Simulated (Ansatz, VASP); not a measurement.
# C: VASP beside Ansatz

INCAR

```
  PREC = Accurate
  ENCUT = 520
  EDIFF = 1E-6
  ISMEAR = -1
  SIGMA = 0.05
  LREAL = F
  LASPH = T
  NELM = 100
  ALGO = Normal
  ISIF = 2
  LWAVE = F
  LCHARG = F
  GGA = PE
  NBANDS = 16
```

Contents of KPOINTS:

```
Automatic mesh
0
Gamma
  14 14 4
```

Contents of POSCAR:

```
C
1.0
    2.5615263890      0.0000000000      0.0000000000
   -1.2807631945      2.2183469253      0.0000000000
    0.0000000000      0.0000000000      8.8550049752
C
4
Direct
    1.0000000000      1.0000000000      0.2500000000
    0.0000000000      0.0000000000      0.7500000000
    0.3333333333      0.6666666667      0.2500000000
    0.6666666667      0.3333333333      0.7500000000
```

Input for Ansatz:

```yaml
crystal:
  lattice:
    - [2.561526389, 0.0, 0.0]
    - [-1.2807631945, 2.2183469253, 0.0]
    - [0.0, 0.0, 8.8550049752]
  atoms:
    - { symbol: C, position: [1.0, 1.0, 0.25] }
    - { symbol: C, position: [0.0, 0.0, 0.75] }
    - { symbol: C, position: [0.3333333333, 0.6666666667, 0.25] }
    - { symbol: C, position: [0.6666666667, 0.3333333333, 0.75] }
hamiltonian:
  xc: pbe
  pseudopotentials:
    kind: paw
    azcp:
      C: "pseudopotentials/C.paw.azcp"
basis:
  ecutwfc: 420
  fft_grid_basis: typed
kpoints:
  mp_grid: { grid: [14, 14, 4], shift: [0, 0, 0] }
magnetization:
  spin_polarized: false
scf:
  occupations: { method: fermi_dirac, width: 0.05 }
output:
  stress: true
```

Alike in both runs: task single point; functional PBE; k mesh 14 × 14 × 4; occupations fermi-dirac, width 0.05 eV; no spin polarisation.

```csv
,VASP,Ansatz
version,VASP 6.6.1,Ansatz 0.2.0
potentials or method,"VASP PAW PBE potentials, release 64 (C), cutoff 520 eV","plane waves (420 eV) with PAW, scalar-relativistic"
valence electrons in the cell,16,16
```

VASP gave:

| Property | Result |
| --- | --- |
| pressure (GPa) | -19.7 |
| traceless stress, the component that is largest in VASP (GPa) | 19.69 |

Problem. Which values does Ansatz return?

Solution. Pressure (GPa): -20.0; traceless stress, the component that is largest in VASP (GPa): 20.00.
